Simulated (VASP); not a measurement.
Set up this calculation in VASP 6.6.1, as the native input.

```yaml
Task: single point
Functional: PBEsol
Potentials_or_basis: VASP PAW PBE potentials, release 64 (Mn_pv)
Cutoff: 520 eV
k_mesh: 21 × 21 × 7
Occupations: gaussian, width 0.1 eV
Spin: no spin polarisation
Dipole_correction: no
Further_INCAR_settings: ALGO = Fast; EDIFF = 1e-07; NBANDS = 26
```

The structure of Mn lies in POSCAR:

```
Mn
1.0
    2.4473408124      0.0000000000      0.0000000000
   -1.2236704062      2.1194593152      0.0000000000
    0.0000000000      0.0000000000      5.9897622226
Mn
3
Direct
    0.0000000000      0.0000000000      0.0000000000
    0.3333333333      0.6666666667      0.3333333333
    0.6666666667      0.3333333333      0.6666666667
```

This isn't the form of Mn at room conditions, which is a 58-atom cubic cell.

The input as run:

INCAR

```
PREC = Accurate
ENCUT = 520
EDIFF = 1E-7
ISMEAR = 0
SIGMA = 0.1
LREAL = False
LASPH = True
NELM = 80
ALGO = Fast
ISIF = 2
LWAVE = False
LCHARG = False
GGA = PS
NBANDS = 26
```

KPOINTS

```
regular mesh
0
Gamma
  21 21 7
```

Potentials or basis: VASP PAW PBE potentials, release 64 (Mn_pv).

Launch:

```sh
$ cat potpaw_PBE.64/Mn_pv/POTCAR > POTCAR
$ mpirun -np 1 vasp_std > vasp.out
```

Results of the run:

- Pressure: -0.1 GPa
- Band gap on the k mesh: zero (an odd number of electrons rules out a gap without spin polarisation)

Caveat: the PAW data sets were made with another functional, which shifts forces and pressure a little; the run has no spin polarisation, though such a crystal can be magnetic.

Run time: 3.4 min on 1 thread of Intel Xeon 8259CL (shared host), peak memory 0.28 GiB.
